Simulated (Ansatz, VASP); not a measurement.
One calculation of Cu, two programs

```
Cu
1.0
     0.00000    1.78307    1.78307
     1.78307    0.00000    1.78307
     1.78307    1.78307    0.00000
Cu
1
Direct
  0.00000 0.00000 0.00000
```

Change from the starting cell: volume scaled by 0.96, PAW files.

Alike in both runs: task electric field gradients; functional PBEsol; k mesh 19 × 19 × 19; occupations fermi-dirac, width 0.08 eV; no spin polarisation.

|  | VASP | Ansatz |
| --- | --- | --- |
| version | VASP 6.6.1 | Ansatz 0.2.0 |
| potentials or method | VASP PAW PBE potentials, release 64 (Cu) | PAW with Ansatz's default frozen-core files, scalar-relativistic |
| plane-wave cutoff (eV) | 520 | 420 |
| valence electrons in the cell | 11 | 19 |

Ansatz gave:

| Property | Result |
| --- | --- |
| pressure (GPa) | -0.4 |

**Question.** Estimate VASP's values.

**Answer.** Pressure (GPa): 0.3.

VASP's potentials were made for PBE, not for PBEsol. The functional is the same, so the differences come from potentials, cutoffs and numerics. VASP's potentials hold 11 valence electrons a cell and Ansatz's 19, so a difference there can come from the potentials and not from the codes.
